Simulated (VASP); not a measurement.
# CuO (C2/c) in VASP: single point with PBEsol

Aim: the single point of CuO with PBEsol.

Everything below comes from runs of VASP 6.6.1. Logs are shortened: lines on timing, memory, paths and dates and some standing lists are left out, and cuts for length are marked.

## 1. The cell of the first run

The typed cell holds 4 atoms: a = 2.894 Å, b = 5.092 Å, c = 2.894 Å, α = 90.01°, β = 90.23°, γ = 89.99°.

## 2. Single point, PBEsol

Contents of INCAR:

```
PREC = Accurate
ENCUT = 520
EDIFF = 1E-6
ISMEAR = 0
SIGMA = 0.1
LREAL = False
LASPH = True
NELM = 100
ALGO = Normal
ISIF = 2
LWAVE = False
LCHARG = True
GGA = PS
LELF = True
LVHAR = True
NBANDS = 25
```

Contents of KPOINTS:

```
Automatic mesh
0
Gamma
  12 7 12
```

Contents of POSCAR:

```
CuO
1.0
    2.8941129565      0.0000000000      0.0000000000
    0.0006760620      5.0920243186      0.0000000000
   -0.0116739775     -0.0003826980      2.8940893864
Cu O
2 2
Direct
    0.0000000000      0.0000000000      0.5000000000
    0.5000000000      0.5000000000      0.0000000000
    0.4999601330      0.2500000000      0.4999601330
    0.5000398670      0.7500000000      0.5000398670
```

Potentials or basis: VASP PAW PBE potentials, release 64 (Cu, O).

The run is started by

```sh
$ cat potpaw_PBE.64/Cu/POTCAR potpaw_PBE.64/O/POTCAR > POTCAR
$ mpirun -np 1 vasp_std > vasp.out
```

OUTCAR:

```text
PREC = Accurate
   ENCUT = 520
   EDIFF = 1E-6
   ISMEAR = 0
   LREAL = False
   LASPH = True
   NELM = 100
   ISIF = 2
   GGA = PS

 ion  position               nearest neighbor table
   1  0.000  0.000  0.500-   4 1.93   3 1.93   4 1.93   3 1.93
   2  0.500  0.500  0.000-   4 1.93   3 1.93   4 1.93   3 1.93
   3  0.500  0.250  0.500-   2 1.93   1 1.93   2 1.93   1 1.93
   4  0.500  0.750  0.500-   2 1.93   1 1.93   2 1.93   1 1.93

  LATTYP: Found a base centered monoclinic cell.
 ALAT       =     4.1011402352
 B/A-ratio  =     0.9959744047
 C/A-ratio  =     1.2416118619
 COS(beta)  =    -0.0001873859

  Lattice vectors:

 A1 = (  -2.8941129565,   0.0000000000,   0.0000000000)
 A2 = (  -0.0116739775,  -0.0003826980,   2.8940893864)
 A3 = (   0.0006760620,   5.0920243186,   0.0000000000)

Analysis of symmetry for initial positions (statically):
=====================================================================
 Subroutine PRICEL returns:
 Original cell was already a primitive cell.

 Routine SETGRP: Setting up the symmetry group for a
 base centered monoclinic supercell.

 Subroutine GETGRP returns: Found  4 space group operations
 (whereof  2 operations were pure point group operations)
 out of a pool of  4 trial point group operations.

The static configuration has the point symmetry S_2 .
 The point group associated with its full space group is C_2h.

Analysis of symmetry for dynamics (positions and initial velocities):
=====================================================================
 Subroutine PRICEL returns:
 Original cell was already a primitive cell.

 Routine SETGRP: Setting up the symmetry group for a
 base centered monoclinic supercell.

 Subroutine GETGRP returns: Found  4 space group operations
 (whereof  2 operations were pure point group operations)
 out of a pool of  4 trial point group operations.

The dynamic configuration has the point symmetry S_2 .
 The point group associated with its full space group is C_2h.

 Subroutine INISYM returns: Found  4 space group operations
 (whereof  2 operations are pure point group operations),
 and found     1 'primitive' translations

----------------------------------------------------------------------------------------

                                     Primitive cell

  volume of cell :      42.6499

  direct lattice vectors                    reciprocal lattice vectors
     2.894112956  0.000000000  0.000000000     0.345529015 -0.000045875  0.001393765
     0.000676062  5.092024319  0.000000000     0.000000000  0.196385551  0.000025969
    -0.011673978 -0.000382698  2.894089386     0.000000000  0.000000000  0.345531829

  length of vectors
     2.894112956  5.092024363  2.894112956     0.345531829  0.196385552  0.345531829

  position of ions in fractional coordinates (direct lattice)
     0.000000000  0.000000000  0.500000000
     0.500000000  0.500000000  0.000000000
     0.499960133  0.250000000  0.499960133
     0.500039867  0.750000000  0.500039867

  ion indices of the primitive-cell ions
   primitive index   ion index
                 1           1
                 2           2
                 3           3
                 4           4

----------------------------------------------------------------------------------------

 KPOINTS: Automatic mesh

Automatic generation of k-mesh.
 Grid dimensions read from file:
 generate k-points for:   12    7   12

 Generating k-lattice:

  Cartesian coordinates                     Fractional coordinates (reciprocal lattice)
     0.028794085 -0.000003823  0.000116147     0.083333333  0.000000000  0.000000000
     0.000000000  0.028055079  0.000003710     0.000000000  0.142857143  0.000000000
     0.000000000  0.000000000  0.028794319     0.000000000  0.000000000  0.083333333

  Length of vectors
     0.028794319  0.028055079  0.028794319

  Shift w.r.t. Gamma in fractional coordinates (k-lattice)
     0.000000000  0.000000000  0.000000000

 Subroutine IBZKPT returns following result:
 ===========================================

 Found    277 irreducible k-points:

 Following reciprocal coordinates:
            Coordinates               Weight
  0.000000  0.000000  0.000000      1.000000
  0.083333  0.000000  0.000000      4.000000
  0.166667 -0.000000  0.000000      4.000000
  0.250000 -0.000000 -0.000000      4.000000
  0.333333  0.000000 -0.000000      4.000000
  0.416667 -0.000000 -0.000000      4.000000
[... 16 lines left out ...]
  0.250000  0.285714 -0.000000      4.000000
  0.333333  0.285714 -0.000000      4.000000
 [... further k-points ...]
   k-points           NKPTS =    277   k-points in BZ     NKDIM =    277   number of bands    NBANDS=     25
   number of dos      NEDOS =    301   number of ions     NIONS =      4
   total plane-waves  NPLWV =  23040
   dimension x,y,z NGX =    24 NGY =   40 NGZ =   24
   dimension x,y,z NGXF=    48 NGYF=   80 NGZF=   48
   ions per type =               2   2
   NGX,Y,Z   is equivalent  to a cutoff of  13.79, 13.06, 13.79 a.u.
   NGXF,Y,Z  is equivalent  to a cutoff of  27.57, 26.12, 27.57 a.u.
 SYSTEM =  unknown system
   PREC   = accura    normal or accurate (medium, high low for compatibility)
   ISTART =      0    job   : 0-new  1-cont  2-samecut
   ICHARG =      2    charge: 1-file 2-atom 10-const
   ISPIN  =      1    spin polarized calculation?
   LNONCOLLINEAR =      F non collinear calculations
   LSORBIT =      F    spin-orbit coupling
   LASPH  =      T    aspherical Exc in radial PAW
   ENCUT  =  520.0 eV  38.22 Ry    6.18 a.u.   5.38  9.47  5.38*2*pi/ulx,y,z
   NELM   =    100;   NELMIN=  2; NELMDL= -5     # of ELM steps
   EDIFF  = 0.1E-05   stopping-criterion for ELM
   LREAL  =      F    real-space projection
   EDIFFG = 0.1E-04   stopping-criterion for IOM
   NSW    =      0    number of steps for IOM
   IBRION =     -1    ionic relax: 0-MD 1-quasi-New 2-CG
   NFREE  =      0    steps in history (QN), initial steepest desc. (CG)
   ISIF   =      2    stress and relaxation
   ISYM   =      2    0-nonsym 1-usesym 2-fastsym
   POTIM  = 0.5000    time-step for ionic-motion
   TEBEG  =    0.0;   TEEND  =   0.0 temperature during run
   PSTRESS=    0.0 pullay stress
   NELECT =      34.0000    total number of electrons
   NUPDOWN=      -1.0000    fix difference up-down
   EMIN   =  10.00;   EMAX   =-10.00  energy-range for DOS
   EFERMI =   0.00;   METHOD = LEGACY
   ISMEAR =     0;   SIGMA  =   0.10  broadening in eV -4-tet -1-fermi 0-gaus
   EFERMI_NEDOS =   21; number of points for ismear=-14 and -15
   IALGO  =     38    algorithm
   IMIX   =      4    mixing-type and parameters
     AMIX     =   0.40;   BMIX     =  1.00
     AMIX_MAG =   1.60;   BMIX_MAG =  1.00
  volume/ion in A,a.u.               =      10.66        71.95
  Fermi-wavevector in a.u.,A,eV,Ry     =   1.517965  2.868538 31.350798  2.304219
  Thomas-Fermi vector in A             =   2.627150
   LORBIT       =      0    0 simple, 1 ext, 2 COOP (PROOUT), +10 PAW based schemes
   GGA     = PS    functional components
   LHFCALC =     F    Hartree Fock is set to
   AEXX    =    0.0000 exact exchange contribution
   IVDW    =     0    specifies the selected vdW correction
   LEPSILON=     F    determine dielectric tensor
   LRPA    =     F    only Hartree local field effects (RPA)
 non-spin polarized calculation
 Gauss-broadening in eV      SIGMA  =   0.10
  energy-cutoff  :      520.00
  volume of cell :       42.65
 maximum number of plane-waves:      1175
 NGX is ok and might be reduce to    24
   NGX = 11   NGY = 19   NGZ = 11

 number of electron      33.9999966 magnetization

 Free energy of the ion-electron system (eV)
  ---------------------------------------------------
  ext. energy  EPLUGINS =         0.00000000
  ---------------------------------------------------
  free energy    TOTEN  =       -21.48460604 eV

  energy without entropy =      -21.47415923  energy(sigma->0) =      -21.47938263

 E-fermi :   5.2283     XC(G=0): -11.8067

 val. band max:        5.2265496999   @ k =   0.4167  -0.0000   0.0833
 cond. band min:       5.2288265320   @ k =  -0.4167   0.0000   0.0833
 fundamental gap:      0.0022768321
 Fermi energy:         5.2283333047

 k-point     1 :       0.0000    0.0000    0.0000
  band No.  band energies     occupation
      1     -14.8617      2.00000
      2     -13.4281      2.00000
      3      -3.3350      2.00000
      4      -0.5043      2.00000
      5      -0.4956      2.00000
      6       1.2540      2.00000
[... 17 lines left out ...]
     24      19.8669      0.00000
     25      20.0651      0.00000

 k-point     2 :       0.0833    0.0000    0.0000
  band No.  band energies     occupation
      1     -14.8211      2.00000
      2     -13.4159      2.00000
      3      -3.2676      2.00000
      4      -0.5397      2.00000
      5      -0.4801      2.00000
      6       0.8332      2.00000
[... 17 lines left out ...]
     24      19.9939      0.00000
     25      20.1197      0.00000

 k-point     3 :       0.1667   -0.0000    0.0000
  band No.  band energies     occupation
      1     -14.7081      2.00000
      2     -13.3826      2.00000
      3      -3.0780      2.00000
      4      -0.6293      2.00000
      5      -0.4263      2.00000
      6       0.0128      2.00000
[... 17 lines left out ...]
     24      20.1619      0.00000
     25      20.3063      0.00000

 k-point     4 :       0.2500   -0.0000   -0.0000
  band No.  band energies     occupation
      1     -14.5470      2.00000
      2     -13.3369      2.00000
      3      -2.8044      2.00000
      4      -0.8517      2.00000
      5      -0.7111      2.00000
      6      -0.3506      2.00000
[... 17 lines left out ...]
     24      19.9093      0.00000
     25      20.4463      0.00000

 k-point     5 :       0.3333    0.0000   -0.0000
  band No.  band energies     occupation
      1     -14.3771      2.00000
      2     -13.2906      2.00000
      3      -2.5119      2.00000
      4      -1.5901      2.00000
      5      -0.7398      2.00000
      6      -0.2723      2.00000
[... 17 lines left out ...]
     24      19.1999      0.00000
     25      20.2958      0.00000

 k-point     6 :       0.4167   -0.0000   -0.0000
  band No.  band energies     occupation
      1     -14.2468      2.00000
      2     -13.2562      2.00000
      3      -2.2881      2.00000
      4      -2.0801      2.00000
      5      -0.7128      2.00000
      6      -0.2132      2.00000
[... 17 lines left out ...]
     24      18.1819      0.00000
     25      20.1186      0.00000
[... 393 lines left out ...]
 k-point    21 :       0.0833    0.2857    0.0000
  band No.  band energies     occupation
      1     -14.5977      2.00000
      2     -13.7314      2.00000
      3      -2.4794      2.00000
      4      -0.5526      2.00000
      5      -0.4676      2.00000
      6       0.6101      2.00000
[... 17 lines left out ...]
     24      19.5035      0.00000
     25      20.3629      0.00000

 k-point    22 :       0.1667    0.2857   -0.0000
  band No.  band energies     occupation
      1     -14.4964      2.00000
      2     -13.6760      2.00000
      3      -2.3681      2.00000
      4      -0.6892      2.00000
      5      -0.4510      2.00000
      6       0.1089      2.00000
[... 17 lines left out ...]
     24      19.3803      0.00000
     25      20.5426      0.00000

 k-point    23 :       0.2500    0.2857   -0.0000
  band No.  band energies     occupation
      1     -14.3551      2.00000
      2     -13.5958      2.00000
      3      -2.2202      2.00000
      4      -0.8761      2.00000
      5      -0.5852      2.00000
      6      -0.4317      2.00000
[... 17 lines left out ...]
     24      19.5376      0.00000
     25      20.5848      0.00000

 k-point    24 :       0.3333    0.2857   -0.0000
  band No.  band energies     occupation
      1     -14.2114      2.00000
      2     -13.5087      2.00000
      3      -2.0632      2.00000
      4      -1.4661      2.00000
      5      -0.7321      2.00000
      6      -0.4165      2.00000
[... 17 lines left out ...]
     24      19.6855      0.00000
     25      20.4669      0.00000

 [... further k-points ...]
[... 5 lines left out ...]
  --------------------------------------------------------------------------------------
  -------------------------------------------------------------------------------------
  Total        0.1736257      0.2739560      0.1736740     -0.0007426      0.0007521      0.0059595
  in kB        6.5223884     10.2913771      6.5242019     -0.0278972      0.0282522      0.2238727
  external PRESSURE =       7.7793225 kB  Pullay stress =       0.0000000 kB

 VOLUME and BASIS-vectors are now :
 -----------------------------------------------------------------------------
  energy-cutoff  :      520.00
  volume of cell :       42.65
      direct lattice vectors                 reciprocal lattice vectors
     2.894112956  0.000000000  0.000000000     0.345529015 -0.000045875  0.001393765
     0.000676062  5.092024319  0.000000000     0.000000000  0.196385551  0.000025969
    -0.011673978 -0.000382698  2.894089386     0.000000000  0.000000000  0.345531829

 POSITION                                       TOTAL-FORCE (eV/Angst)
 -----------------------------------------------------------------------------------
     -0.00584     -0.00019      1.44704         0.000000     -0.000000     -0.000000
      1.44739      2.54601      0.00000        -0.000000     -0.000000     -0.000000
      1.44127      1.27281      1.44693        -0.000194      0.000000     -0.000195
      1.44184      3.81883      1.44716         0.000194     -0.000000      0.000195
 -----------------------------------------------------------------------------------
    total drift:                                0.000000     -0.000000     -0.000000

  FREE ENERGIE OF THE ION-ELECTRON SYSTEM (eV)
  ---------------------------------------------------
  free  energy   TOTEN  =       -21.4846060365 eV

  energy  without entropy=      -21.4741592316  energy(sigma->0) =      -21.47938263
```

Wall time 6.4 min (1 thread of AMD EPYC 7R43 (Zen 3), shared host); peak memory 0.31 GiB.

What came out:

```yaml
Free_energy: -21.4846 eV
Pressure: 0.8 GPa
Band_gap_on_the_k_mesh: zero (bands 17 and 18 overlap by 1.05 eV)
```

Caveat: the PAW data sets were made with another functional, which shifts forces and pressure a little; semilocal functionals often make such compounds metallic where correlation or magnetic order opens a gap, which also shifts bond lengths. With open d or f shells a metallic result of PBEsol can be an artefact of self-interaction; +U or a hybrid may open a gap.
